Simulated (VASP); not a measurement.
Crystal: MnO2.

```xyz
3
Lattice="1.4284 0.8247 4.5839 -1.4284 0.8247 4.5839 0.0000 -1.6494 4.5839" Properties=species:S:1:pos:R:3 pbc="T T T"
Mn    0.0000    0.0000    0.0000
O     0.0000    0.0000    3.6355
O     0.0000    0.0000   10.1163
```

Program: VASP 6.6.1. Alike in all runs: task single point; potentials or basis VASP PAW PBE potentials, release 64 (Mn_pv, O); spin collinear, ferromagnetic start; cell as given; cutoff (eV) 520.

Question: Order these runs on this cell by their pressure, lowest first.
A. level PBEsol; k mesh 6 × 6 × 6; smearing gaussian 0.1 eV
B. level PBE; k mesh 6 × 6 × 6; smearing methfessel-paxton 0.272114 eV
C. level revPBE; k mesh 5 × 5 × 5; smearing methfessel-paxton 0.1 eV
D. level BLYP; k mesh 3 × 3 × 3; smearing tetrahedron

Answer: A (-1.1 GPa), B (6.0 GPa), C (9.9 GPa), D (12.0 GPa).

Caveats: all runs use coarse meshes; a cell with one magnetic atom can't hold antiferromagnetic order, which such compounds often take; the PAW data sets were made with another functional, which shifts forces and pressure a little (some runs).
